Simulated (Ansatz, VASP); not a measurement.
# FeSi: VASP beside Ansatz

```
Fe Si
1.0
     4.53499    0.00000    0.00000
     0.00000    4.53499    0.00000
     0.00000    0.00000    4.53499
Fe Si
4 4
Direct
  0.13454 0.13454 0.13454
  0.36546 0.86546 0.63454
  0.63454 0.36546 0.86546
  0.86546 0.63454 0.36546
  0.84006 0.84006 0.84006
  0.65994 0.15994 0.34006
  0.34006 0.65994 0.15994
  0.15994 0.34006 0.65994
```

Alike in both runs: task relaxation of the atoms; functional PBE; k mesh 8 × 8 × 8; occupations gaussian, width 0.01 eV; no spin polarisation.

|  | VASP | Ansatz |
| --- | --- | --- |
| version | VASP 6.6.1 | Ansatz 0.2.0 |
| potentials or method | VASP PAW PBE potentials, release 64 (Fe, Si), cutoff 520 eV | scalar-relativistic, all-electron LAPW |

|  | VASP | Ansatz | Ansatz less VASP |
| --- | --- | --- | --- |
| gap on the k mesh at the Fermi level, each at its own relaxed structure (eV) | 0.16 | 0.18 | +0.011 |

Ansatz ran all-electron here, and VASP with PAW potentials.
